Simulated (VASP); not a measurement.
A run of VASP 6.6.1 is set up as follows.

File INCAR:

```
SYSTEM = InAs
  PREC = Accurate
  ENCUT = 520
  EDIFF = 1E-6
  ISMEAR = -1
  SIGMA = 0.05
  LREAL = .FALSE.
  LASPH = .TRUE.
  NELM = 100
  ALGO = Normal
  ISIF = 2
  LWAVE = .FALSE.
  LCHARG = .FALSE.
  GGA = PS
  NBANDS = 16
```

Contents of KPOINTS:

```
Automatic mesh
0
G
  8 8 8
  0 0 0
```

POSCAR

```
InAs
1.0
    0.0000000000      2.8384167465      2.8384167465
    2.8384167465      0.0000000000      2.8384167465
    2.8384167465      2.8384167465      0.0000000000
In As
1 1
Direct
    0.5000000000      0.5000000000      0.5000000000
    0.0000000000      0.0000000000      0.0000000000
```

Potentials or basis: VASP PAW PBE potentials, release 64 (In_d, As).

Command:

```console
$ cat potpaw_PBE.64/In_d/POTCAR potpaw_PBE.64/As/POTCAR > POTCAR
$ mpirun -np 1 vasp_std > vasp.out
```

Task: Predict the pressure.

Result: -0.7 GPa.

Task: Estimate the band gap on the k mesh.

Result: Zero (band 9 reaches 6.60 eV, above the bottom of band 10 at 3.86 eV).

Caveat: the PAW data sets were made with another functional, which shifts forces and pressure a little; spin-orbit coupling is left out, which moves the levels of the heavy elements.
